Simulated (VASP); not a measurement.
Write the native input for VASP 6.6.1 that does the following.

```yaml
Task: single point
Functional: PBEsol
Potentials_or_basis: VASP PAW PBE potentials, release 64 (Au, Sn_d, Pd)
Cutoff: 520 eV
k_mesh: 7 × 7 × 5
Occupations: fermi-dirac, width 0.05 eV
Spin: no spin polarisation
Dipole_correction: no
Further_INCAR_settings: ALGO = Normal; EDIFF = 1e-06; NBANDS = 32
```

The structure of Sn2PdAu lies in POSCAR:

```
Sn2PdAu
1.0
    4.1905882088      0.0000000000      0.0000000000
   -2.0952941043      3.6291558456      0.0000000000
    0.0000000000      0.0000000000      5.7360350452
Au Sn Pd
1 2 1
Direct
    0.0000000000      0.0000000000      0.5000000000
    0.6666666667      0.3333333333      0.7645303700
    0.3333333333      0.6666666667      0.2354696300
    0.0000000000      0.0000000000      0.0000000000
```

This cell differs from its parent crystal: volume scaled by 1.02.

The input as run:

INCAR

```
PREC = Accurate
ENCUT = 520
EDIFF = 1E-6
ISMEAR = -1
SIGMA = 0.05
LREAL = F
LASPH = T
NELM = 60
ALGO = Normal
ISIF = 2
LWAVE = F
LCHARG = F
GGA = PS
NBANDS = 32
```

KPOINTS

```
Automatic mesh
0
Gamma
  7 7 5
```

Potentials or basis: VASP PAW PBE potentials, release 64 (Au, Sn_d, Pd).

The run is started by

```console
$ cat potpaw_PBE.64/Au/POTCAR potpaw_PBE.64/Sn_d/POTCAR potpaw_PBE.64/Pd/POTCAR > POTCAR
$ mpirun -np 1 vasp_std > vasp.out
```

It gave:

* Pressure: -4.1 GPa
* Largest force: 0.025 eV/Å

Caveat: the PAW data sets were made with another functional, which shifts forces and pressure a little.

Run time: 52 s on 1 thread of Intel(R) Xeon(R) Platinum 8488C (Sapphire Rapids) (shared host), peak memory 0.27 GiB.
